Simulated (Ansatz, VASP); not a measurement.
**One calculation of Be3CCl2, two programs**

```
Be C Cl
1.0
     3.10383    0.00000    0.00000
    -1.55191    2.68799    0.00000
     0.00000    0.00000   11.45215
Be C Cl
3 1 2
Direct
  0.33333 0.66667 0.96298
  0.66667 0.33333 0.03702
  0.00000 0.00000 0.50000
  0.00000 0.00000 0.00000
  0.33333 0.66667 0.38758
  0.66667 0.33333 0.61242
```

Alike in both runs: functional PBE; k mesh 12 × 12 × 4; occupations gaussian, width 0.02 eV; no spin polarisation.

Ansatz relaxed the structure, and its values are those at the end. VASP's run is a single point on that final structure, the one shown.

```csv
,VASP,Ansatz
version,VASP 6.6.1,Ansatz 0.2.0
potentials or method,"VASP PAW PBE potentials, release 64 (Be, C, Cl), cutoff 520 eV","scalar-relativistic, plane waves, PAW"
valence electrons in the cell,24,24
```

```tsv
	VASP	Ansatz	Ansatz less VASP
gap on the k mesh at the Fermi level (eV)	2.30	2.29	-0.005
least direct gap on the mesh (eV)	2.39	2.39	0.000
pressure (GPa)	0.0	0.0	-0.01
rms of the force components (eV/Å)	0.005	0.001	-0.0040
```
